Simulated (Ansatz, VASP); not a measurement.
One calculation of LiF, two programs

INCAR

```
PREC = Accurate
ENCUT = 520
EDIFF = 1E-7
ISMEAR = 0
SIGMA = 0.05
LREAL = F
LASPH = T
NELM = 80
ALGO = Normal
ISIF = 2
LWAVE = F
LCHARG = T
GGA = CA
LELF = T
LVHAR = T
NBANDS = 12
```

KPOINTS

```
regular mesh
0
Gamma
  12 12 12
```

The input POSCAR:

```
LiF
1.0
    0.0000000000      1.9510208226      2.1461229048
    1.9510208226      0.0000000000      2.1461229048
    1.9510208226      1.9510208226      0.0000000000
Li F
1 1
Direct
    0.0000000000      0.0000000000      0.0000000000
    0.5000000000      0.5000000000      0.5000000000
```

Input for Ansatz:

```yaml
crystal:
  lattice:
    - [0.0, 1.9510208226, 2.1461229048]
    - [1.9510208226, 0.0, 2.1461229048]
    - [1.9510208226, 1.9510208226, 0.0]
  atoms:
    - { symbol: Li, position: [0.0, 0.0, 0.0] }
    - { symbol: F, position: [0.5, 0.5, 0.5] }
basis:
  ecutwfc: 420
kpoints:
  mp_grid: { grid: [12, 12, 12] }
hamiltonian:
  xc: lda
scf:
  occupations: { method: gaussian, width: 0.05 }
output:
  forces: true
  stress: true
  eigenvalues: true
```

Alike in both runs: task single point; functional LDA; k mesh 12 × 12 × 12; occupations gaussian, width 0.05 eV; no spin polarisation.

|  | VASP | Ansatz |
| --- | --- | --- |
| version | VASP 6.6.1 | Ansatz 0.2.0 |
| potentials or method | VASP PAW LDA potentials, release 64 (Li_sv, F), cutoff 520 eV | scalar-relativistic, plane waves, PAW |
| valence electrons in the cell | 10 | 10 |

Ansatz gave:

```
gap on the k mesh at the Fermi level (eV) : 8.71
least direct gap on the mesh (eV)         : 8.71
```

Q: What did VASP give for the same quantities?

A: gap on the k mesh at the Fermi level (eV): 8.70; least direct gap on the mesh (eV): 8.70.

LDA's correlation is that of Perdew and Zunger in VASP and of Perdew and Wang (1992) in Ansatz.

Noted on VASP's run: the cutoff is short for stress, so the pressure is rough.
